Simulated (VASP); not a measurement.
# Ti6Ge (P-62m) in VASP: single point with PBE

Aim: the single point of Ti6Ge with PBE.

Everything below comes from runs of VASP 6.6.1. Logs are shortened: lines on timing, memory, paths and dates and some standing lists are left out, and cuts for length are marked.

**1. The cell of the first run**

It takes space group P-62m (No. 189, hexagonal). The conventional cell has a = 5.394 Å, b = 5.394 Å, c = 4.724 Å, α = 90.00°, β = 90.00°, γ = 120.00°. Ti (site symmetry m2m) has 10 Ti at 2.58 to 3.30 Å and 2 Ge at 2.61 to 2.78 Å within 3.4 Å. Ti (site symmetry m2m) has 12 Ti at 2.58 to 3.30 Å and 2 Ge at 2.94 Å within 3.4 Å. Within 3.4 Å of Ge (site symmetry -62m) lie 12 Ti at 2.61 to 2.94 Å.

The cell was built from a structure type or drawn by symmetry, and may not be a known phase.

**2. Single point, PBE, collinear spin**

Input file INCAR:

```
SYSTEM = Ti6Ge
PREC = Accurate
ENCUT = 520
EDIFF = 1E-7
ISMEAR = 0
SIGMA = 0.1
LREAL = .FALSE.
LASPH = .TRUE.
NELM = 150
ALGO = Normal
ISIF = 2
LWAVE = .FALSE.
LCHARG = .TRUE.
ISPIN = 2
MAGMOM = 1 1 1 1 1 1 0
LORBIT = 11
LMAXMIX = 4
GGA = PE
LELF = .TRUE.
LVHAR = .TRUE.
NBANDS = 56
```

Input file KPOINTS:

```
regular mesh
0
G
  6 6 4
  0 0 0
```

Input file POSCAR:

```
Ti6Ge
1.0
    5.3938837343      0.0000000000      0.0000000000
   -2.6969418672      4.6712403390      0.0000000000
    0.0000000000      0.0000000000      4.7237962850
Ti Ge
6 1
Direct
    0.5162374628      0.0000000000      0.5000000000
    0.0000000000      0.5162374628      0.5000000000
    0.4837625372      0.4837625372      0.5000000000
    0.3244343749      0.0000000000      0.0000000000
    0.0000000000      0.3244343749      0.0000000000
    0.6755656251      0.6755656251      0.0000000000
    0.0000000000      0.0000000000      0.5000000000
```

Potentials or basis: VASP PAW PBE potentials, release 64 (Ti_sv, Ge_d).

Started as:

```sh
> cat potpaw_PBE.64/Ti_sv/POTCAR potpaw_PBE.64/Ge_d/POTCAR > POTCAR
> mpirun -np 1 vasp_std > vasp.out
```

OUTCAR:

```text
SYSTEM = Ti6Ge
   PREC = Accurate
   ENCUT = 520
   EDIFF = 1E-7
   ISMEAR = 0
   LREAL = .FALSE.
   LASPH = .TRUE.
   NELM = 150
   ISIF = 2
   ISPIN = 2
   LORBIT = 11
   GGA = PE

 ion  position               nearest neighbor table
   1  0.516  0.000  0.500-   4 2.58   4 2.58   7 2.61   2 2.70   2 2.70   3 2.70   3 2.70   7 2.78

   2  0.000  0.516  0.500-   5 2.58   5 2.58   7 2.61   3 2.70   1 2.70   3 2.70   1 2.70   7 2.78

   3  0.484  0.484  0.500-   6 2.58   6 2.58   7 2.61   2 2.70   2 2.70   1 2.70   1 2.70   7 2.78

   4  0.324  0.000  0.000-   1 2.58   1 2.58
   5  0.000  0.324  0.000-   2 2.58   2 2.58
   6  0.676  0.676  0.000-   3 2.58   3 2.58
   7  0.000  0.000  0.500-   1 2.61   3 2.61   2 2.61   1 2.78   3 2.78   2 2.78

  LATTYP: Found a hexagonal cell.
 ALAT       =     5.3938837343
 C/A-ratio  =     0.8757690224

  Lattice vectors:

 A1 = (   5.3938837343,   0.0000000000,   0.0000000000)
 A2 = (  -2.6969418672,   4.6712403390,   0.0000000000)
 A3 = (   0.0000000000,   0.0000000000,   4.7237962850)

Analysis of symmetry for initial positions (statically):
=====================================================================
 Subroutine PRICEL returns:
 Original cell was already a primitive cell.

 Routine SETGRP: Setting up the symmetry group for a
 hexagonal supercell.

 Subroutine GETGRP returns: Found 12 space group operations
 (whereof 12 operations were pure point group operations)
 out of a pool of 24 trial point group operations.

The static configuration has the point symmetry D_3h.

Analysis of symmetry for dynamics (positions and initial velocities):
=====================================================================
 Subroutine PRICEL returns:
 Original cell was already a primitive cell.

 Routine SETGRP: Setting up the symmetry group for a
 hexagonal supercell.

 Subroutine GETGRP returns: Found 12 space group operations
 (whereof 12 operations were pure point group operations)
 out of a pool of 24 trial point group operations.

The dynamic configuration has the point symmetry D_3h.

Analysis of structural, dynamic, and magnetic symmetry:
=====================================================================
 Subroutine PRICEL returns:
 Original cell was already a primitive cell.

 Routine SETGRP: Setting up the symmetry group for a
 hexagonal supercell.

 Subroutine GETGRP returns: Found 12 space group operations
 (whereof 12 operations were pure point group operations)
 out of a pool of 24 trial point group operations.

The overall configuration has the point symmetry D_3h.

 Subroutine INISYM returns: Found 12 space group operations
 (whereof 12 operations are pure point group operations),
 and found     1 'primitive' translations

----------------------------------------------------------------------------------------

                                     Primitive cell

  volume of cell :     119.0214

  direct lattice vectors                    reciprocal lattice vectors
     5.393883734  0.000000000  0.000000000     0.185395172  0.107037952  0.000000000
    -2.696941867  4.671240339  0.000000000     0.000000000  0.214075904  0.000000000
     0.000000000  0.000000000  4.723796285     0.000000000  0.000000000  0.211694142

  length of vectors
     5.393883734  5.393883734  4.723796285     0.214075904  0.214075904  0.211694142

  position of ions in fractional coordinates (direct lattice)
     0.516237463  0.000000000  0.500000000
     0.000000000  0.516237463  0.500000000
     0.483762537  0.483762537  0.500000000
     0.324434375  0.000000000  0.000000000
     0.000000000  0.324434375  0.000000000
     0.675565625  0.675565625  0.000000000
     0.000000000  0.000000000  0.500000000

  ion indices of the primitive-cell ions
   primitive index   ion index
                 1           1
                 2           2
                 3           3
                 4           4
                 5           5
                 6           6
                 7           7

----------------------------------------------------------------------------------------

 KPOINTS: regular mesh

Automatic generation of k-mesh.
 Grid dimensions read from file:
 generate k-points for:    6    6    4

 Generating k-lattice:

  Cartesian coordinates                     Fractional coordinates (reciprocal lattice)
     0.030899195  0.017839659  0.000000000     0.166666667 -0.000000000  0.000000000
     0.000000000  0.035679317  0.000000000     0.000000000  0.166666667  0.000000000
     0.000000000  0.000000000  0.052923535     0.000000000  0.000000000  0.250000000

  Length of vectors
     0.035679317  0.035679317  0.052923535

  Shift w.r.t. Gamma in fractional coordinates (k-lattice)
     0.000000000  0.000000000  0.000000000

 Subroutine IBZKPT returns following result:
 ===========================================

 Found     21 irreducible k-points:

 Following reciprocal coordinates:
            Coordinates               Weight
  0.000000  0.000000  0.000000      1.000000
  0.166667 -0.000000  0.000000      6.000000
  0.333333  0.000000  0.000000      6.000000
  0.500000 -0.000000  0.000000      3.000000
  0.166667  0.166667  0.000000      6.000000
  0.333333  0.166667  0.000000     12.000000
[... 13 lines left out ...]
  0.333333  0.166667  0.500000     12.000000
  0.333333  0.333333  0.500000      2.000000
   k-points           NKPTS =     21   k-points in BZ     NKDIM =     21   number of bands    NBANDS=     56
   number of dos      NEDOS =    301   number of ions     NIONS =      7
   total plane-waves  NPLWV =  57600
   dimension x,y,z NGX =    40 NGY =   40 NGZ =   36
   dimension x,y,z NGXF=    80 NGYF=   80 NGZF=   72
   ions per type =               6   1
   NGX,Y,Z   is equivalent  to a cutoff of  12.33, 12.33, 12.67 a.u.
   NGXF,Y,Z  is equivalent  to a cutoff of  24.66, 24.66, 25.34 a.u.
 SYSTEM =  Ti6Ge
   PREC   = accura    normal or accurate (medium, high low for compatibility)
   ISTART =      0    job   : 0-new  1-cont  2-samecut
   ICHARG =      2    charge: 1-file 2-atom 10-const
   ISPIN  =      2    spin polarized calculation?
   LNONCOLLINEAR =      F non collinear calculations
   LSORBIT =      F    spin-orbit coupling
   LASPH  =      T    aspherical Exc in radial PAW
   ENCUT  =  520.0 eV  38.22 Ry    6.18 a.u.  10.03 10.03  8.78*2*pi/ulx,y,z
   NELM   =    150;   NELMIN=  2; NELMDL= -5     # of ELM steps
   EDIFF  = 0.1E-06   stopping-criterion for ELM
   LREAL  =      F    real-space projection
   EDIFFG = 0.1E-05   stopping-criterion for IOM
   NSW    =      0    number of steps for IOM
   IBRION =     -1    ionic relax: 0-MD 1-quasi-New 2-CG
   NFREE  =      0    steps in history (QN), initial steepest desc. (CG)
   ISIF   =      2    stress and relaxation
   ISYM   =      2    0-nonsym 1-usesym 2-fastsym
   POTIM  = 0.5000    time-step for ionic-motion
   TEBEG  =    0.0;   TEEND  =   0.0 temperature during run
   PSTRESS=    0.0 pullay stress
   NELECT =      86.0000    total number of electrons
   NUPDOWN=      -1.0000    fix difference up-down
   EMIN   =  10.00;   EMAX   =-10.00  energy-range for DOS
   EFERMI =   0.00;   METHOD = LEGACY
   ISMEAR =     0;   SIGMA  =   0.10  broadening in eV -4-tet -1-fermi 0-gaus
   EFERMI_NEDOS =   21; number of points for ismear=-14 and -15
   IALGO  =     38    algorithm
   IMIX   =      4    mixing-type and parameters
     AMIX     =   0.40;   BMIX     =  1.00
     AMIX_MAG =   1.60;   BMIX_MAG =  1.00
  volume/ion in A,a.u.               =      17.00       114.74
  Fermi-wavevector in a.u.,A,eV,Ry     =   1.469037  2.776077 29.362311  2.158069
  Thomas-Fermi vector in A             =   2.584462
   LORBIT       =     11    0 simple, 1 ext, 2 COOP (PROOUT), +10 PAW based schemes
   GGA     = PE    functional components
   LHFCALC =     F    Hartree Fock is set to
   AEXX    =    0.0000 exact exchange contribution
   IVDW    =     0    specifies the selected vdW correction
   LEPSILON=     F    determine dielectric tensor
   LRPA    =     F    only Hartree local field effects (RPA)
 spin polarized calculation
 Gauss-broadening in eV      SIGMA  =   0.10
  energy-cutoff  :      520.00
  volume of cell :      119.02
 maximum number of plane-waves:      3228
   NGX = 21   NGY = 21   NGZ = 17

 number of electron      85.9999960 magnetization       1.3394480

 Free energy of the ion-electron system (eV)
  ---------------------------------------------------
  ext. energy  EPLUGINS =         0.00000000
  ---------------------------------------------------
  free energy    TOTEN  =       -51.36191646 eV

  energy without entropy =      -51.30691778  energy(sigma->0) =      -51.33441712

 E-fermi :   8.2047     XC(G=0): -11.5864

 val. band max:        8.2019884404   @ k =   0.3333   0.1667   0.5000
 cond. band min:       8.2105000047   @ k =   0.1667  -0.0000   0.0000
 fundamental gap:      0.0085115643
 Fermi energy:         8.2047325145

 spin component 1

 k-point     1 :       0.0000    0.0000    0.0000
  band No.  band energies     occupation
      1     -48.6237      1.00000
      2     -48.5778      1.00000
      3     -48.5778      1.00000
      4     -48.1134      1.00000
      5     -47.9772      1.00000
      6     -47.9772      1.00000
[... 47 lines left out ...]
     54      10.3438      0.00000
     55      10.6891      0.00000

 k-point     2 :       0.1667   -0.0000    0.0000
  band No.  band energies     occupation
      1     -48.6201      1.00000
      2     -48.5800      1.00000
      3     -48.5792      1.00000
      4     -48.1055      1.00000
      5     -47.9854      1.00000
      6     -47.9772      1.00000
[... 47 lines left out ...]
     54      10.3783      0.00000
     55      10.7935      0.00000
[... 1042 lines left out ...]
     54      10.6395      0.00000
     55      10.8644      0.00000

 k-point    21 :       0.3333    0.3333    0.5000
  band No.  band energies     occupation
      1     -48.5878      1.00000
      2     -48.5804      1.00000
      3     -48.5804      1.00000
      4     -48.0582      1.00000
      5     -48.0582      1.00000
      6     -47.9867      1.00000
[... 47 lines left out ...]
     54      10.8702      0.00000
     55      10.8706      0.00000
 Fermi energy:         8.2047325145

 spin component 2

 k-point     1 :       0.0000    0.0000    0.0000
  band No.  band energies     occupation
      1     -48.4695      1.00000
      2     -48.4236      1.00000
      3     -48.4236      1.00000
      4     -47.9678      1.00000
      5     -47.8323      1.00000
      6     -47.8323      1.00000
[... 47 lines left out ...]
     54      10.4476      0.00000
     55      10.8203      0.00000

 k-point     2 :       0.1667   -0.0000    0.0000
  band No.  band energies     occupation
      1     -48.4659      1.00000
      2     -48.4258      1.00000
      3     -48.4250      1.00000
      4     -47.9600      1.00000
      5     -47.8404      1.00000
      6     -47.8323      1.00000
[... 47 lines left out ...]
     54      10.5023      0.00000
     55      10.9117      0.00000
[... 1042 lines left out ...]
     54      10.7602      0.00000
     55      10.9863      0.00000

 k-point    21 :       0.3333    0.3333    0.5000
  band No.  band energies     occupation
      1     -48.4336      1.00000
      2     -48.4263      1.00000
      3     -48.4263      1.00000
      4     -47.9129      1.00000
      5     -47.9129      1.00000
      6     -47.8417      1.00000
[... 47 lines left out ...]
     54      10.9968      0.00000
     55      10.9969      0.00000
 [bands above 55 left out]

------------------------ aborting loop because EDIFF is reached ----------------------------------------

  FORCE on cell =-STRESS in cart. coord.  units (eV):
  Direction    XX          YY          ZZ          XY          YZ          ZX
  --------------------------------------------------------------------------------------
  -------------------------------------------------------------------------------------
  Total       -0.2354879     -0.2354879      0.4453615      0.0000000     -0.0000000      0.0000000
  in kB       -3.1699635     -3.1699635      5.9951257      0.0000000     -0.0000000      0.0000000
  external PRESSURE =      -0.1149338 kB  Pullay stress =       0.0000000 kB

 VOLUME and BASIS-vectors are now :
 -----------------------------------------------------------------------------
  energy-cutoff  :      520.00
  volume of cell :      119.02
      direct lattice vectors                 reciprocal lattice vectors
     5.393883734  0.000000000  0.000000000     0.185395172  0.107037952  0.000000000
    -2.696941867  4.671240339  0.000000000     0.000000000  0.214075904  0.000000000
     0.000000000  0.000000000  4.723796285     0.000000000  0.000000000  0.211694142

 POSITION                                       TOTAL-FORCE (eV/Angst)
 -----------------------------------------------------------------------------------
      2.78452      0.00000      2.36190        -0.008888      0.000000     -0.000000
     -1.39226      2.41147      2.36190         0.004444     -0.007697      0.000000
      1.30468      2.25977      2.36190         0.004444      0.007697     -0.000000
      1.74996      0.00000      0.00000        -0.012894      0.000000      0.000000
     -0.87498      1.51551      0.00000         0.006447     -0.011166      0.000000
      1.82196      3.15573      0.00000         0.006447      0.011166      0.000000
      0.00000      0.00000      2.36190        -0.000000      0.000000      0.000000
 -----------------------------------------------------------------------------------
    total drift:                               -0.000010     -0.000017      0.000004

  FREE ENERGIE OF THE ION-ELECTRON SYSTEM (eV)
  ---------------------------------------------------
  free  energy   TOTEN  =       -51.3619164647 eV

  energy  without entropy=      -51.3069177816  energy(sigma->0) =      -51.33441712

 total charge

# of ion       s       p       d       tot
------------------------------------------
    1        2.249   6.113   2.068  10.429
    2        2.249   6.113   2.068  10.429
    3        2.249   6.113   2.068  10.429
    4        2.207   6.095   1.899  10.201
    5        2.207   6.095   1.899  10.201
    6        2.207   6.095   1.899  10.201
    7        1.101   1.349  10.040  12.490
--------------------------------------------------
tot         14.468  37.973  21.939  74.380

 magnetization (x)

# of ion       s       p       d       tot
------------------------------------------
    1        0.004   0.011   0.156   0.170
    2        0.004   0.011   0.156   0.170
    3        0.004   0.011   0.156   0.170
    4        0.004   0.010   0.160   0.173
    5        0.004   0.010   0.160   0.173
    6        0.004   0.010   0.160   0.173
    7       -0.002  -0.006   0.004  -0.004
--------------------------------------------------
tot          0.023   0.055   0.950   1.027
```

It took 10 min on 1 thread of AMD EPYC 7R43 (Zen 3), shared host; peak memory 0.35 GiB.

Results:

```yaml
Free_energy: -51.3619 eV
Pressure: 0.0 GPa
Largest_force: 0.013 eV/Å
Net_moment: 1.34 μB per cell
Site_moments: Ti +0.17; Ge -0.00 μB
Valence_electrons_inside_the_program's_atomic_spheres: Ti 10.43, 10.20 (each value once); Ge 12.49
```

Forces in eV/Å, atoms in the order of the input:
```
Ti  -0.009  0.000  0.000
Ti   0.004 -0.008  0.000
Ti   0.004  0.008  0.000
Ti  -0.013  0.000  0.000
Ti   0.006 -0.011  0.000
Ti   0.006  0.011  0.000
Ge   0.000  0.000  0.000
```
